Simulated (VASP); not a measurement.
# Al (Fd-3m) in VASP: single point with PBE

Aim: the single point of Al with PBE.

All numbers are computed with VASP 6.6.1; they aren't measurements. Logs are shortened: lines on timing, memory, paths and dates and some standing lists are left out, and cuts for length are marked.

### Step 1. The cell of the first run

The structure is cubic, space group Fd-3m (No. 227). The conventional cell has a = 6.052 Å, b = 6.052 Å, c = 6.052 Å, α = 90.00°, β = 90.00°, γ = 90.00°. Within 3.5 Å of Al (site symmetry -43m) lie 4 Al at 2.62 Å.

### Step 2. Single point, PBE

INCAR reads:

```
ALGO     = Normal         # electronic algorithm
EDIFF    = 1E-7           # SCF threshold, eV
ENCUT    = 520            # plane-wave cutoff, eV
GGA      = PE             # functional
ISIF     = 2              # what is computed and relaxed
ISMEAR   = -1             # smearing method
LASPH    = T              # aspherical terms in the spheres
LCHARG   = T              # write CHGCAR
LELF     = T              # ELF
LREAL    = F              # projectors in reciprocal space
LVHAR    = T            
LWAVE    = F              # write WAVECAR
NBANDS   = 10             # bands
NELM     = 100            # most SCF steps
PREC     = Accurate       # precision mode
SIGMA    = 0.13605693000000002 # smearing width, eV
```

KPOINTS reads:

```
k-points
0
Gamma
  8 8 8
```

POSCAR reads:

```
Al
1.0
    0.0000000000      3.0259598985      3.0259598985
    3.0259598985      0.0000000000      3.0259598985
    3.0259598985      3.0259598985      0.0000000000
Al
2
Direct
    0.0000000000      0.0000000000      0.0000000000
    0.2500000000      0.2500000000      0.2500000000
```

Potentials or basis: VASP PAW PBE potentials, release 64 (Al).

On the command line:

```
$ cat potpaw_PBE.64/Al/POTCAR > POTCAR
$ mpirun -np 1 vasp_std > vasp.out
```

OUTCAR:

```text
EDIFF = 1E-7
   ENCUT = 520
   GGA = PE
   ISIF = 2
   ISMEAR = -1
   LASPH = T
   LREAL = F
   NELM = 100
   PREC = Accurate

 ion  position               nearest neighbor table
   1  0.000  0.000  0.000-   2 2.62   2 2.62   2 2.62   2 2.62
   2  0.250  0.250  0.250-   1 2.62   1 2.62   1 2.62   1 2.62

  LATTYP: Found a face centered cubic cell.
 ALAT       =     6.0519197970

  Lattice vectors:

 A1 = (   0.0000000000,   3.0259598985,   3.0259598985)
 A2 = (   3.0259598985,   0.0000000000,   3.0259598985)
 A3 = (   3.0259598985,   3.0259598985,   0.0000000000)

Analysis of symmetry for initial positions (statically):
=====================================================================
 Subroutine PRICEL returns:
 Original cell was already a primitive cell.

 Routine SETGRP: Setting up the symmetry group for a
 face centered cubic supercell.

 Subroutine GETGRP returns: Found 48 space group operations
 (whereof 24 operations were pure point group operations)
 out of a pool of 48 trial point group operations.

The static configuration has the point symmetry T_d .
 The point group associated with its full space group is O_h .

Analysis of symmetry for dynamics (positions and initial velocities):
=====================================================================
 Subroutine PRICEL returns:
 Original cell was already a primitive cell.

 Routine SETGRP: Setting up the symmetry group for a
 face centered cubic supercell.

 Subroutine GETGRP returns: Found 48 space group operations
 (whereof 24 operations were pure point group operations)
 out of a pool of 48 trial point group operations.

The dynamic configuration has the point symmetry T_d .
 The point group associated with its full space group is O_h .

 Subroutine INISYM returns: Found 48 space group operations
 (whereof 24 operations are pure point group operations),
 and found     1 'primitive' translations

----------------------------------------------------------------------------------------

                                     Primitive cell

  volume of cell :      55.4140

  direct lattice vectors                    reciprocal lattice vectors
     0.000000000  3.025959899  3.025959899    -0.165236823  0.165236823  0.165236823
     3.025959899  0.000000000  3.025959899     0.165236823 -0.165236823  0.165236823
     3.025959899  3.025959899  0.000000000     0.165236823  0.165236823 -0.165236823

  length of vectors
     4.279353528  4.279353528  4.279353528     0.286198573  0.286198573  0.286198573

  position of ions in fractional coordinates (direct lattice)
     0.000000000  0.000000000  0.000000000
     0.250000000  0.250000000  0.250000000

  ion indices of the primitive-cell ions
   primitive index   ion index
                 1           1
                 2           2

----------------------------------------------------------------------------------------

 KPOINTS: k-points

Automatic generation of k-mesh.
 Grid dimensions read from file:
 generate k-points for:    8    8    8

 Generating k-lattice:

  Cartesian coordinates                     Fractional coordinates (reciprocal lattice)
    -0.020654603  0.020654603  0.020654603     0.125000000  0.000000000  0.000000000
     0.020654603 -0.020654603  0.020654603     0.000000000  0.125000000  0.000000000
     0.020654603  0.020654603 -0.020654603     0.000000000  0.000000000  0.125000000

  Length of vectors
     0.035774822  0.035774822  0.035774822

  Shift w.r.t. Gamma in fractional coordinates (k-lattice)
     0.000000000  0.000000000  0.000000000

 Subroutine IBZKPT returns following result:
 ===========================================

 Found     29 irreducible k-points:

 Following reciprocal coordinates:
            Coordinates               Weight
  0.000000  0.000000  0.000000      1.000000
  0.125000  0.000000  0.000000      8.000000
  0.250000  0.000000  0.000000      8.000000
  0.375000  0.000000  0.000000      8.000000
  0.500000  0.000000  0.000000      4.000000
  0.125000  0.125000  0.000000      6.000000
[... 16 lines left out ...]
  0.500000  0.250000  0.125000     48.000000
 -0.375000  0.250000  0.125000     24.000000
 [... further k-points ...]
   k-points           NKPTS =     29   k-points in BZ     NKDIM =     29   number of bands    NBANDS=     10
   number of dos      NEDOS =    301   number of ions     NIONS =      2
   total plane-waves  NPLWV =  32768
   dimension x,y,z NGX =    32 NGY =   32 NGZ =   32
   dimension x,y,z NGXF=    64 NGYF=   64 NGZF=   64
   ions per type =               2
   NGX,Y,Z   is equivalent  to a cutoff of  12.43, 12.43, 12.43 a.u.
   NGXF,Y,Z  is equivalent  to a cutoff of  24.86, 24.86, 24.86 a.u.
 SYSTEM =  unknown system
   PREC   = accura    normal or accurate (medium, high low for compatibility)
   ISTART =      0    job   : 0-new  1-cont  2-samecut
   ICHARG =      2    charge: 1-file 2-atom 10-const
   ISPIN  =      1    spin polarized calculation?
   LNONCOLLINEAR =      F non collinear calculations
   LSORBIT =      F    spin-orbit coupling
   LASPH  =      T    aspherical Exc in radial PAW
   ENCUT  =  520.0 eV  38.22 Ry    6.18 a.u.   7.96  7.96  7.96*2*pi/ulx,y,z
   NELM   =    100;   NELMIN=  2; NELMDL= -5     # of ELM steps
   EDIFF  = 0.1E-06   stopping-criterion for ELM
   LREAL  =      F    real-space projection
   EDIFFG = 0.1E-05   stopping-criterion for IOM
   NSW    =      0    number of steps for IOM
   IBRION =     -1    ionic relax: 0-MD 1-quasi-New 2-CG
   NFREE  =      0    steps in history (QN), initial steepest desc. (CG)
   ISIF   =      2    stress and relaxation
   ISYM   =      2    0-nonsym 1-usesym 2-fastsym
   POTIM  = 0.5000    time-step for ionic-motion
   TEBEG  =    0.0;   TEEND  =   0.0 temperature during run
   PSTRESS=    0.0 pullay stress
   NELECT =       6.0000    total number of electrons
   NUPDOWN=      -1.0000    fix difference up-down
   EMIN   =  10.00;   EMAX   =-10.00  energy-range for DOS
   EFERMI =   0.00;   METHOD = LEGACY
   ISMEAR =    -1;   SIGMA  =   0.14  broadening in eV -4-tet -1-fermi 0-gaus
   EFERMI_NEDOS =   21; number of points for ismear=-14 and -15
   IALGO  =     38    algorithm
   IMIX   =      4    mixing-type and parameters
     AMIX     =   0.40;   BMIX     =  1.00
     AMIX_MAG =   1.60;   BMIX_MAG =  1.00
  volume/ion in A,a.u.               =      27.71       186.98
  Fermi-wavevector in a.u.,A,eV,Ry     =   0.780283  1.474521  8.283790  0.608841
  Thomas-Fermi vector in A             =   1.883562
   LORBIT       =      0    0 simple, 1 ext, 2 COOP (PROOUT), +10 PAW based schemes
   GGA     = PE    functional components
   LHFCALC =     F    Hartree Fock is set to
   AEXX    =    0.0000 exact exchange contribution
   IVDW    =     0    specifies the selected vdW correction
   LEPSILON=     F    determine dielectric tensor
   LRPA    =     F    only Hartree local field effects (RPA)
 non-spin polarized calculation
  energy-cutoff  :      520.00
  volume of cell :       55.41
 maximum number of plane-waves:      1524
   NGX = 15   NGY = 15   NGZ = 15

 number of electron       6.0000000 magnetization

 Free energy of the ion-electron system (eV)
  ---------------------------------------------------
  ext. energy  EPLUGINS =         0.00000000
  ---------------------------------------------------
  free energy    TOTEN  =        -6.04898808 eV

  energy without entropy =       -5.95338841  energy(sigma->0) =       -6.00118824

 E-fermi :   2.7710     XC(G=0):  -8.1229

 val. band max:        2.7463221229   @ k =  -0.3750   0.3750   0.0000
 cond. band min:       2.8124225637   @ k =  -0.2500   0.1250   0.0000
 fundamental gap:      0.0661004408
 Fermi energy:         2.7710481711

 k-point     1 :       0.0000    0.0000    0.0000
  band No.  band energies     occupation
      1      -5.0734      2.00000
      2       4.8622      0.00000
      3       4.8622      0.00000
      4       4.8622      0.00000
      5       6.7103      0.00000
      6       6.7103      0.00000
      7       6.7103      0.00000
      8       7.9099      0.00000
      9      10.5503      0.00000
     10      10.6383      0.00000

 k-point     2 :       0.1250    0.0000    0.0000
  band No.  band energies     occupation
      1      -4.9024      2.00000
      2       3.4995      0.00941
      3       4.6010      0.00000
      4       4.6010      0.00000
      5       6.7384      0.00000
      6       7.0869      0.00000
      7       7.0869      0.00000
      8       8.9070      0.00000
      9      10.1730      0.00000
     10      10.1730      0.00000

 k-point     3 :       0.2500    0.0000    0.0000
  band No.  band energies     occupation
      1      -4.4013      2.00000
      2       1.5354      1.99977
      3       4.2017      0.00005
      4       4.2017      0.00005
      5       6.3622      0.00000
      6       7.4561      0.00000
      7       7.4561      0.00000
      8      10.1609      0.00000
      9      10.1609      0.00000
     10      10.5237      0.00000

 k-point     4 :       0.3750    0.0000    0.0000
  band No.  band energies     occupation
      1      -3.6383      2.00000
      2      -0.1749      2.00000
      3       3.9361      0.00038
      4       3.9361      0.00038
      5       6.0684      0.00000
      6       7.2845      0.00000
      7       7.2845      0.00000
      8      10.5063      0.00000
      9      11.4097      0.00000
     10      11.4097      0.00000
[... 222 lines left out ...]
 k-point    22 :       0.3750    0.2500    0.1250
  band No.  band energies     occupation
      1      -3.9561      2.00000
      2       1.3407      1.99995
      3       2.4231      1.85609
      4       3.6054      0.00433
      5       6.5294      0.00000
      6       7.6277      0.00000
      7       7.9896      0.00000
      8       9.2085      0.00000
      9      10.8546      0.00000
     10      13.1944      0.00000

 k-point    23 :       0.5000    0.2500    0.1250
  band No.  band energies     occupation
      1      -3.1980      2.00000
      2       0.0001      2.00000
      3       1.9338      1.99576
      4       3.1427      0.12229
      5       6.8284      0.00000
      6       7.4289      0.00000
      7       8.5982      0.00000
      8       9.5028      0.00000
      9      11.9108      0.00000
     10      12.5217      0.00000

 k-point    24 :      -0.3750    0.2500    0.1250
  band No.  band energies     occupation
      1      -2.6195      2.00000
      2      -0.8387      2.00000
      3       1.8449      1.99779
      4       2.9322      0.46858
      5       6.9336      0.00000
      6       7.1006      0.00000
      7       9.4462      0.00000
      8      10.3390      0.00000
      9      10.6620      0.00000
     10      12.9313      0.00000

 [... further k-points ...]

------------------------ aborting loop because EDIFF is reached ----------------------------------------

  FORCE on cell =-STRESS in cart. coord.  units (eV):
  Direction    XX          YY          ZZ          XY          YZ          ZX
  --------------------------------------------------------------------------------------
  -------------------------------------------------------------------------------------
  Total       -0.0035148     -0.0035148     -0.0035148      0.0000000      0.0000000     -0.0000000
  in kB       -0.1016232     -0.1016232     -0.1016232      0.0000000      0.0000000     -0.0000000
  external PRESSURE =      -0.1016232 kB  Pullay stress =       0.0000000 kB

 VOLUME and BASIS-vectors are now :
 -----------------------------------------------------------------------------
  energy-cutoff  :      520.00
  volume of cell :       55.41
      direct lattice vectors                 reciprocal lattice vectors
     0.000000000  3.025959899  3.025959899    -0.165236823  0.165236823  0.165236823
     3.025959899  0.000000000  3.025959899     0.165236823 -0.165236823  0.165236823
     3.025959899  3.025959899  0.000000000     0.165236823  0.165236823 -0.165236823

 POSITION                                       TOTAL-FORCE (eV/Angst)
 -----------------------------------------------------------------------------------
      0.00000      0.00000      0.00000         0.000000      0.000000      0.000000
      1.51298      1.51298      1.51298        -0.000000     -0.000000     -0.000000
 -----------------------------------------------------------------------------------
    total drift:                               -0.000000     -0.000000      0.000000

  FREE ENERGIE OF THE ION-ELECTRON SYSTEM (eV)
  ---------------------------------------------------
  free  energy   TOTEN  =        -6.0489880762 eV

  energy  without entropy=       -5.9533884108  energy(sigma->0) =       -6.00118824
```

Run time: 8.2 s. Hardware: 1 thread of Intel Xeon 6975P-C (Granite Rapids), shared host; peak memory 0.16 GiB.

Results:

* Free energy: -6.0490 eV
* Pressure: 0.0 GPa
* Band gap on the k mesh: zero (band 3 reaches 4.86 eV, above the bottom of band 4 at 1.40 eV)
